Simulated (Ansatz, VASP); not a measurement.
One calculation of Al6H, two programs

The input INCAR:

```
  PREC = Accurate
  ENCUT = 520
  EDIFF = 1E-6
  ISMEAR = 0
  SIGMA = 0.1
  LREAL = F
  LASPH = T
  NELM = 100
  ALGO = Normal
  ISIF = 2
  LWAVE = F
  LCHARG = T
  LDIPOL = T
  IDIPOL = 3
  DIPOL = 0.5 0.5 0.291
  GGA = PE
  LELF = T
  LVHAR = T
  LVACPOTAV = T
  NBANDS = 32
```

Contents of KPOINTS:

```
regular mesh
0
Gamma
  5 5 1
```

File POSCAR:

```
Al6H
1.0
    5.7135165837      0.0000000000      0.0000000000
    0.0000000000      5.7135165837      0.0000000000
    0.0000000000      0.0000000000     22.1746954375
Al H
12 2
Direct
    0.2500000000      0.2500000000      0.1803857921
    0.2500000000      0.7500000000      0.1803857921
    0.7500000000      0.2500000000      0.1803857921
    0.7500000000      0.7500000000      0.1803857921
    0.0000000000      0.0000000000      0.2744050924
    0.0000000000      0.5000000000      0.2744050924
    0.5000000000      0.0000000000      0.2744050924
    0.5000000000      0.5000000000      0.2744050924
    0.2500000000      0.2500000000      0.3686497278
    0.2500000000      0.7500000000      0.3686497278
    0.7500000000      0.2500000000      0.3686497278
    0.7500000000      0.7500000000      0.3686497278
    0.0000000000     -0.0656338342      0.3889431294
    0.0000000000      0.0656338342      0.3889431294
```

Input for Ansatz:

```yaml
crystal:
  lattice:
    - [5.7135165837, 0.0, 0.0]
    - [0.0, 5.7135165837, 0.0]
    - [0.0, 0.0, 22.1746954375]
  atoms:
    - { symbol: Al, position: [0.25, 0.25, 0.1803857921] }
    - { symbol: Al, position: [0.25, 0.75, 0.1803857921] }
    - { symbol: Al, position: [0.75, 0.25, 0.1803857921] }
    - { symbol: Al, position: [0.75, 0.75, 0.1803857921] }
    - { symbol: Al, position: [0.0, 0.0, 0.2744050924] }
    - { symbol: Al, position: [0.0, 0.5, 0.2744050924] }
    - { symbol: Al, position: [0.5, 0.0, 0.2744050924] }
    - { symbol: Al, position: [0.5, 0.5, 0.2744050924] }
    - { symbol: Al, position: [0.25, 0.25, 0.3686497278] }
    - { symbol: Al, position: [0.25, 0.75, 0.3686497278] }
    - { symbol: Al, position: [0.75, 0.25, 0.3686497278] }
    - { symbol: Al, position: [0.75, 0.75, 0.3686497278] }
    - { symbol: H, position: [0.0, -0.0656338342, 0.3889431294] }
    - { symbol: H, position: [0.0, 0.0656338342, 0.3889431294] }
basis:
  ecutwfc: 420
kpoints:
  mp_grid: { grid: [5, 5, 1] }
hamiltonian:
  xc: pbe
  pseudopotentials: { kind: paw, azcp: { folder: soft_1 } }
scf:
  occupations: { method: gaussian, width: 0.1 }
output:
  forces: true
  eigenvalues: true
efield:
  axis: 3
  dipole_correction: true
  ramp_width: 0.04
```

Alike in both runs: task single point; functional PBE; k mesh 5 × 5 × 1; occupations gaussian, width 0.1 eV; no spin polarisation.

```csv
,VASP,Ansatz
version,VASP 6.6.1,Ansatz 0.2.0
potentials or method,"VASP PAW PBE potentials, release 64 (Al, H), cutoff 520 eV","scalar-relativistic, plane waves, PAW"
valence electrons in the cell,38,38
```

Ansatz gave:

- gap on the k mesh at the Fermi level (eV): none
- rms of the force components (eV/Å): 0.961
- work function, face that differs most (eV): 4.41

Question: Estimate VASP's values.

Answer: gap on the k mesh at the Fermi level (eV): none; rms of the force components (eV/Å): 0.958; work function, face that differs most (eV): 4.41.

Atom by atom the forces differ by 0.003 eV/Å (rms over components). A gap of «none» marks a metal or a gap that the smearing closes.
